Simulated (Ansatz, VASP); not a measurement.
**NbAl2C2: VASP beside Ansatz**

Contents of INCAR:

```
PREC = Accurate
ENCUT = 600
EDIFF = 1E-6
ISMEAR = 0
SIGMA = 0.1
LREAL = False
LASPH = True
NELM = 80
ALGO = Normal
ISIF = 3
LWAVE = False
LCHARG = False
GGA = PE
IBRION = 2
NSW = 100
EDIFFG = -0.01
```

File KPOINTS:

```
Automatic mesh
0
Gamma
  12 12 8
```

The input POSCAR:

```
NbAl2C2
1.0
    4.3970004080      0.0000000000      0.0000000000
   -2.1985002040      3.8079140538      0.0000000000
    0.0000000000      0.0000000000      5.4003181576
Al Nb C
2 1 2
Direct
    0.3333333333      0.6666666667      0.0000000000
    0.6666666667      0.3333333333      0.0000000000
    0.0000000000      0.0000000000      0.5000000000
    0.0000000000      0.0000000000      0.8742439466
    0.0000000000      0.0000000000      0.1257560534
```

Input for Ansatz:

```yaml
crystal:
  lattice:
    - [4.397000408, 0.0, 0.0]
    - [-2.198500204, 3.8079140538, 0.0]
    - [0.0, 0.0, 5.4003181576]
  atoms:
    - { symbol: Al, position: [0.3333333333, 0.6666666667, 0.0] }
    - { symbol: Al, position: [0.6666666667, 0.3333333333, 0.0] }
    - { symbol: Nb, position: [0.0, 0.0, 0.5] }
    - { symbol: C, position: [0.0, 0.0, 0.8742439466] }
    - { symbol: C, position: [0.0, 0.0, 0.1257560534] }
basis:
  ecutwfc: 420
kpoints:
  mp_grid: { grid: [12, 12, 8] }
hamiltonian:
  xc: pbe
scf:
  occupations: { method: gaussian, width: 0.1 }
output:
  forces: true
  stress: true
  eigenvalues: true
relax:
  adjacent_minimum: "off"
  f_tol: 0.01
  max_steps: 80
  cell: { stress_tol: 0.05 }
```

Alike in both runs: task relaxation of cell and atoms; functional PBE; k mesh 12 × 12 × 8; occupations gaussian, width 0.1 eV; no spin polarisation.

|  | VASP | Ansatz |
| --- | --- | --- |
| version | VASP 6.6.1 | Ansatz 0.2.0 |
| potentials or method | VASP PAW PBE potentials, release 64 (Al, Nb_sv, C), cutoff 600 eV | scalar-relativistic, plane waves, PAW |
| valence electrons in the cell | 27 | 27 |

```tsv
	VASP	Ansatz	Ansatz less VASP
gap on the k mesh at the Fermi level, each at its own relaxed structure (eV)	none	none	-
relaxed volume (Å³/atom)	18.04	18.12	+0.074
relaxed cell length with the largest relative difference (Å)	4.385	4.394	+0.0093
```

A gap of «none» marks a metal or a gap that the smearing closes.
